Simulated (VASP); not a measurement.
Write the native input for VASP 6.6.1 that does the following.

```yaml
Task: single point
Functional: PBE
Potentials_or_basis: VASP PAW PBE potentials, release 64 (Ge_d, Sb, O)
Cutoff: 520 eV
k_mesh: 4 × 4 × 4
Occupations: gaussian, width 0.1 eV
Spin: no spin polarisation
Dipole_correction: no
Further_INCAR_settings: ALGO = Normal; EDIFF = 1e-06; NBANDS = 30
```

The structure of GeSb3O2 lies in POSCAR:

```
GeSb3O2
1.0
    4.2225696656      0.0000000000      0.0000000000
    0.0000000000      4.2225696656      0.0000000000
    0.0000000000      0.0000000000      7.4667678262
Ge Sb O
1 3 2
Direct
    0.0000000000      0.0000000000      0.0000000000
    0.5000000000      0.5000000000      0.0000000000
    0.0000000000      0.5000000000      0.5067331199
    0.5000000000      0.0000000000      0.4932668801
    0.0000000000      0.5000000000      0.7725451751
    0.5000000000      0.0000000000      0.2274548249
```

One way to write it, as run:

INCAR

```
SYSTEM = GeSb3O2
  PREC = Accurate
  ENCUT = 520
  EDIFF = 1E-6
  ISMEAR = 0
  SIGMA = 0.1
  LREAL = .FALSE.
  LASPH = .TRUE.
  NELM = 80
  ALGO = Normal
  ISIF = 2
  LWAVE = .FALSE.
  LCHARG = .FALSE.
  GGA = PE
  NBANDS = 30
```

KPOINTS

```
Automatic mesh
0
G
  4 4 4
  0 0 0
```

Potentials or basis: VASP PAW PBE potentials, release 64 (Ge_d, Sb, O).

Launch:

```sh
$ cat potpaw_PBE.64/Ge_d/POTCAR potpaw_PBE.64/Sb/POTCAR potpaw_PBE.64/O/POTCAR > POTCAR
$ mpirun -np 1 vasp_std > vasp.out
```

It gave:

```
Pressure      : 0.1 GPa
Largest force : 0.114 eV/Å
```

Caveat: the k points lie up to 0.37 Å⁻¹ apart; an odd number of electrons without spin polarisation forces a metal; a magnetic or distorted state may lie lower.

Wall time 42 s on 1 thread of AMD EPYC 9R14 (Zen 4) (shared host), peak memory 0.23 GiB.
